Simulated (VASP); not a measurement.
# Si5Mo2 in VASP: further runs, part 2 of 2

VASP 6.6.1. The steps go on from the part before.

## Step 4: Single point, PBEsol

Input file INCAR:

```
PREC = Accurate
ENCUT = 520
EDIFF = 1E-6
ISMEAR = 0
SIGMA = 0.1
LREAL = False
LASPH = True
NELM = 100
ALGO = Normal
ISIF = 2
LWAVE = False
LCHARG = False
LDIPOL = True
IDIPOL = 3
DIPOL = 0.5 0.5 0.487
GGA = PS
NBANDS = 33
```

Input file KPOINTS:

```
regular mesh
0
Gamma
  9 9 1
```

Input file POSCAR:

```
Si5Mo2
1.0
    3.1900701700      0.0000000000      0.0000000000
    0.0000000000      3.1900701700      0.0000000000
    0.0000000000      0.0000000000     25.4908154018
Si Mo
5 2
Direct
    0.0000000000      0.0000000000      0.3334534367
    0.0000000000      0.0000000000      0.4346712031
    0.5000000000      0.5000000000      0.4857399780
    0.5000000000      0.5000000000      0.5889966995
    0.0000000000      0.0000000000      0.6414642810
    0.5000000000      0.5000000000      0.3840623200
    0.0000000000      0.0000000000      0.5371918453
```

Potentials or basis: VASP PAW PBE potentials, release 64 (Si, Mo_sv).

Command:

```sh
$ cat potpaw_PBE.64/Si/POTCAR potpaw_PBE.64/Mo_sv/POTCAR > POTCAR
$ mpirun -np 1 vasp_std > vasp.out
```

OUTCAR:

```text
PREC = Accurate
   ENCUT = 520
   EDIFF = 1E-6
   ISMEAR = 0
   LREAL = False
   LASPH = True
   NELM = 100
   ISIF = 2
   GGA = PS

 ion  position               nearest neighbor table
   1  0.000  0.000  0.333-   2 2.58   6 2.60   6 2.60   6 2.60   6 2.60
   2  0.000  0.000  0.435-   1 2.58   6 2.60   6 2.60   6 2.60   6 2.60   3 2.60   3 2.60   3 2.60
                             3 2.60   7 2.61
   3  0.500  0.500  0.486-   6 2.59   2 2.60   2 2.60   2 2.60   2 2.60   7 2.61   7 2.61   7 2.61
                             7 2.61   4 2.63
   4  0.500  0.500  0.589-   7 2.61   7 2.61   7 2.61   7 2.61   5 2.62   5 2.62   5 2.62   5 2.62
                             3 2.63
   5  0.000  0.000  0.641-   4 2.62   4 2.62   4 2.62   4 2.62   7 2.66
   6  0.500  0.500  0.384-   3 2.59   2 2.60   2 2.60   2 2.60   2 2.60   1 2.60   1 2.60   1 2.60
                             1 2.60
   7  0.000  0.000  0.537-   3 2.61   3 2.61   3 2.61   3 2.61   2 2.61   4 2.61   4 2.61   4 2.61
                             4 2.61   5 2.66

  LATTYP: Found a simple tetragonal cell.
 ALAT       =     3.1900701700
 C/A-ratio  =     7.9906754533

  Lattice vectors:

 A1 = (   3.1900701700,   0.0000000000,   0.0000000000)
 A2 = (   0.0000000000,   3.1900701700,   0.0000000000)
 A3 = (   0.0000000000,   0.0000000000,  25.4908154018)

Analysis of symmetry for initial positions (statically):
=====================================================================
 Subroutine PRICEL returns:
 Original cell was already a primitive cell.

 Routine SETGRP: Setting up the symmetry group for a
 simple tetragonal supercell.

 Subroutine GETGRP returns: Found  8 space group operations
 (whereof  8 operations were pure point group operations)
 out of a pool of 16 trial point group operations.

The static configuration has the point symmetry C_4v.

Analysis of symmetry for dynamics (positions and initial velocities):
=====================================================================
 Subroutine PRICEL returns:
 Original cell was already a primitive cell.

[... 139 lines left out ...]
 Gauss-broadening in eV      SIGMA  =   0.10
  energy-cutoff  :      520.00
  volume of cell :      259.41
 maximum number of plane-waves:      7052
 NGX is ok and might be reduce to    24
   NGX = 11   NGY = 11   NGZ = 95

 dipolmoment           0.000000      0.000000     -0.033733 electrons x Angstroem

 number of electron      48.0000005 magnetization

 dipolmoment           0.000000      0.000000      0.036711 electrons x Angstroem

 Free energy of the ion-electron system (eV)
  ---------------------------------------------------
  ext. energy  EPLUGINS =         0.00000000
  ---------------------------------------------------
  free energy    TOTEN  =       -52.64860119 eV

  energy without entropy =      -52.63379337  energy(sigma->0) =      -52.64119728

 E-fermi :   1.1890     XC(G=0):  -5.3063

 val. band max:        1.1549890709   @ k =   0.3333   0.3333   0.0000
 cond. band min:       1.2413737756   @ k =   0.2222   0.2222   0.0000
 fundamental gap:      0.0863847046
 Fermi energy:         1.1890124228

 k-point     1 :       0.0000    0.0000    0.0000
  band No.  band energies     occupation
      1     -59.1936      2.00000
      2     -59.1802      2.00000
      3     -33.3684      2.00000
      4     -33.3534      2.00000
      5     -33.2996      2.00000
      6     -33.2996      2.00000
[... 529 lines left out ...]
     32       5.2329      0.00000
     33       5.4528      0.00000

------------------------ aborting loop because EDIFF is reached ----------------------------------------

 vacuum level on the upper side and lower side of the slab       (xc-potential included)         0.192        -0.470

  FORCE on cell =-STRESS in cart. coord.  units (eV):
  Direction    XX          YY          ZZ          XY          YZ          ZX
  --------------------------------------------------------------------------------------
  -------------------------------------------------------------------------------------
  Total       -2.6087443     -2.6087443     -1.1152383      0.0000000      0.0000000     -0.0000000
  in kB      -16.1123133    -16.1123133     -6.8880144      0.0000000      0.0000000     -0.0000000
  external PRESSURE =     -13.0375470 kB  Pullay stress =       0.0000000 kB

 VOLUME and BASIS-vectors are now :
 -----------------------------------------------------------------------------
  energy-cutoff  :      520.00
  volume of cell :      259.41
      direct lattice vectors                 reciprocal lattice vectors
     3.190070170  0.000000000  0.000000000     0.313472728  0.000000000  0.000000000
     0.000000000  3.190070170  0.000000000     0.000000000  0.313472728  0.000000000
     0.000000000  0.000000000 25.490815402     0.000000000  0.000000000  0.039229816

 POSITION                                       TOTAL-FORCE (eV/Angst)
 -----------------------------------------------------------------------------------
      0.00000      0.00000      8.50000         0.000000      0.000000      0.596331
      0.00000      0.00000     11.08012        -0.000000      0.000000     -0.361647
      1.59504      1.59504     12.38191        -0.000000      0.000000     -0.007947
      1.59504      1.59504     15.01401        -0.000000      0.000000      0.014560
      0.00000      0.00000     16.35145        -0.000000      0.000000      0.012465
      1.59504      1.59504      9.79006        -0.000000     -0.000000     -0.254544
      0.00000      0.00000     13.69346        -0.000000      0.000000      0.000781
 -----------------------------------------------------------------------------------
    total drift:                                0.000000      0.000000     -0.000515

  FREE ENERGIE OF THE ION-ELECTRON SYSTEM (eV)
  ---------------------------------------------------
  free  energy   TOTEN  =       -52.6486011856 eV

  energy  without entropy=      -52.6337933723  energy(sigma->0) =      -52.64119728

 vacuum level on the upper side and lower side of the slab         6.301         5.621
```

OSZICAR:

```text
N       E                     dE             d eps       ncg     rms          rms(c)
DAV:   1     0.318507054755E+03    0.31851E+03   -0.24689E+04  1214   0.121E+03
DAV:   2    -0.390060873529E+02   -0.35751E+03   -0.34612E+03  1226   0.294E+02
DAV:   3    -0.548107115737E+02   -0.15805E+02   -0.15082E+02  1268   0.548E+01
[... 22 lines left out ...]
DAV:  26    -0.526485825491E+02   -0.16745E-04   -0.94973E-07   939   0.280E-03    0.979E-04
DAV:  27    -0.526485924377E+02   -0.98886E-05   -0.47245E-07   860   0.166E-03    0.484E-04
DAV:  28    -0.526485991220E+02   -0.66844E-05   -0.40118E-07   859   0.132E-03    0.451E-04
DAV:  29    -0.526486003121E+02   -0.11901E-05   -0.65085E-08   780   0.679E-04    0.236E-04
DAV:  30    -0.526486011856E+02   -0.87351E-06   -0.46183E-08   746   0.527E-04
   1 F= -.52648601E+02 E0= -.52641197E+02  d E =-.148078E-01
```

Run time: 5.5 min. Hardware: 1 thread of Intel Xeon 8259CL, shared host; peak memory 0.37 GiB.

What came out:

```
Free energy            : -52.6486 eV
Largest force          : 0.596 eV/Å
Band gap on the k mesh : zero (bands 24 and 25 overlap by 0.89 eV)
```

Forces in eV/Å, atoms in the order of the input:
```
Si   0.000  0.000  0.596
Si   0.000  0.000 -0.362
Si   0.000  0.000 -0.008
Si   0.000  0.000  0.015
Si   0.000  0.000  0.012
Mo   0.000  0.000 -0.255
Mo   0.000  0.000  0.001
```

Levels at points of the mesh, in eV from the Fermi level:
```tsv
k point	band 21	band 22	band 23	band 24	band 25	band 26	band 27	band 28
(0.00, 0.00, 0.00)	-0.92	0.69	0.70	0.70	0.77	0.92	1.81	2.50
```

Caveat: the PAW data sets were made with another functional, which shifts forces and pressure a little.

## Step 5: The runs side by side

```tsv
task	cell	atoms held fixed (from 0)	gap on the mesh (eV)	largest force (eV/Å)
relaxation of the atoms	atoms relaxed, atomic positions A	[0, 5, 1]	none	-
single point	as given, atomic positions B	-	none	0.60
single point	as given, atomic positions C	-	none	0.60
```

Alike in all rows: level PBEsol; potentials or basis VASP PAW PBE potentials, release 64 (Si, Mo_sv); no spin polarisation; k mesh 9 × 9 × 1; cutoff (eV) 520; smearing gaussian 0.1 eV.

Caveats: the PAW data sets were made with another functional, which shifts forces and pressure a little.

Absolute energies hang on the potentials; compare differences alone.
